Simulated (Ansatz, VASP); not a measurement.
# Hf2MgO2: VASP beside Ansatz

Contents of INCAR:

```
PREC     = Accurate       # precision mode
ENCUT    = 600            # plane-wave cutoff, eV
EDIFF    = 1E-6           # SCF threshold, eV
ISMEAR   = 0              # smearing method
SIGMA    = 0.1            # smearing width, eV
LREAL    = F              # projectors in reciprocal space
LASPH    = T              # aspherical terms in the spheres
NELM     = 80             # most SCF steps
ALGO     = Normal         # electronic algorithm
ISIF     = 3              # what is computed and relaxed
LWAVE    = F              # write WAVECAR
LCHARG   = F              # write CHGCAR
GGA      = PE             # functional
IBRION   = 2              # ionic algorithm
NSW      = 100            # ionic steps
EDIFFG   = -0.01          # ionic threshold
```

KPOINTS

```
regular mesh
0
Gamma
  10 10 10
```

File POSCAR:

```
Hf2MgO2
1.0
   -2.5080485777      2.5080485777      3.1688521186
    2.5080485777     -2.5080485777      3.1688521186
    2.5080485777      2.5080485777     -3.1688521186
Mg Hf O
1 2 2
Direct
    0.0000000000      0.0000000000      0.0000000000
    0.5000000000      0.0000000000      0.5000000000
    0.0000000000      0.5000000000      0.5000000000
    0.6896712900      0.6896712900      0.0000000000
    0.3103287100      0.3103287100      0.0000000000
```

Input for Ansatz:

```yaml
crystal:
  lattice:
    - [-2.5080485777, 2.5080485777, 3.1688521186]
    - [2.5080485777, -2.5080485777, 3.1688521186]
    - [2.5080485777, 2.5080485777, -3.1688521186]
  atoms:
    - { symbol: Mg, position: [0.0, 0.0, 0.0] }
    - { symbol: Hf, position: [0.5, 0.0, 0.5] }
    - { symbol: Hf, position: [0.0, 0.5, 0.5] }
    - { symbol: O, position: [0.68967129, 0.68967129, 0.0] }
    - { symbol: O, position: [0.31032871, 0.31032871, 0.0] }
basis:
  ecutwfc: 420
kpoints:
  mp_grid: { grid: [10, 10, 10] }
hamiltonian:
  xc: pbe
scf:
  occupations: { method: gaussian, width: 0.1 }
output:
  forces: true
  stress: true
  eigenvalues: true
  write_density: true
  write_potential: true
  elf: true
  volumetric_format: npy
relax:
  adjacent_minimum: "off"
  f_tol: 0.01
  max_steps: 80
  cell: { stress_tol: 0.05 }
```

Alike in both runs: task relaxation of cell and atoms; functional PBE; k mesh 10 × 10 × 10; occupations gaussian, width 0.1 eV; no spin polarisation.

```csv
,VASP,Ansatz
version,VASP 6.6.1,Ansatz 0.2.0
potentials or method,"VASP PAW PBE potentials, release 64 (Mg, Hf_pv, O), cutoff 600 eV","scalar-relativistic, plane waves, PAW"
valence electrons in the cell,34,74
```

|  | VASP | Ansatz | Ansatz less VASP |
| --- | --- | --- | --- |
| gap on the k mesh at the Fermi level, each at its own relaxed structure (eV) | none | none | - |
| relaxed volume (Å³/atom) | 15.93 | 16.01 | +0.082 |
| relaxed cell length with the largest relative difference (Å) | 4.754 | 4.762 | +0.0079 |

A gap of «none» marks a metal or a gap that the smearing closes. VASP's potentials hold 34 valence electrons a cell and Ansatz's 74, so a difference there can come from the potentials and not from the codes.

Neither program's run includes spin-orbit coupling.
